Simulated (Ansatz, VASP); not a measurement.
TiTe2: VASP beside Ansatz

File INCAR:

```
SYSTEM = TiTe2
PREC = Accurate
ENCUT = 520
EDIFF = 1E-6
ISMEAR = -1
SIGMA = 0.1
LREAL = .FALSE.
LASPH = .TRUE.
NELM = 80
ALGO = Normal
ISIF = 2
LWAVE = .FALSE.
LCHARG = .TRUE.
GGA = PE
LELF = .TRUE.
LVHAR = .TRUE.
NBANDS = 19
```

KPOINTS

```
regular mesh
0
G
  10 10 5
  0 0 0
```

File POSCAR:

```
TiTe2
1.0
    3.8691580720      0.0000000000      0.0000000000
   -1.9345790360      3.3507892327      0.0000000000
    0.0000000000      0.0000000000      6.6565499476
Ti Te
1 2
Direct
    0.0000000000      0.0000000000      0.0000000000
    0.6666666667      0.3333333333      0.2628000000
    0.3333333333      0.6666666667      0.7372000000
```

Input for Ansatz:

```yaml
crystal:
  lattice:
    - [3.869158072017746, 0.0, 0.0]
    - [-1.934579036008873, 3.350789232748865, 0.0]
    - [0.0, 0.0, 6.6565499475698475]
  atoms:
    - { symbol: Ti, position: [0.0, 0.0, 0.0] }
    - { symbol: Te, position: [0.6666666666666666, 0.3333333333333333, 0.2628] }
    - { symbol: Te, position: [0.3333333333333333, 0.6666666666666666, 0.7372] }
basis:
  ecutwfc: 500.0
kpoints:
  mp_grid:
    grid: [10, 10, 5]
hamiltonian:
  xc: pbe
scf:
  convergence:
    dr2_threshold: 1.0e-07
  occupations:
    method: fermi_dirac
output:
  stress: true
```

Alike in both runs: task single point; functional PBE; k mesh 10 × 10 × 5; no spin polarisation.

```csv
,VASP,Ansatz
version,VASP 6.6.1,Ansatz 0.2.0
potentials or method,"VASP PAW PBE potentials, release 64 (Ti_sv, Te), cutoff 520 eV","plane waves, PAW"
occupations,"fermi-dirac, width 0.1 eV",fermi-dirac
valence electrons in the cell,24,44
```

```csv
,VASP,Ansatz,Ansatz less VASP
pressure (GPa),-3.1,-3.1,+0.01
"traceless stress, the component that is largest in VASP (GPa)",0.28,0.27,-0.007
```

VASP's potentials hold 24 valence electrons a cell and Ansatz's 44, so a difference there can come from the potentials and not from the codes. Ansatz's warnings: stress scf threshold loose.

Neither program's run includes spin-orbit coupling.
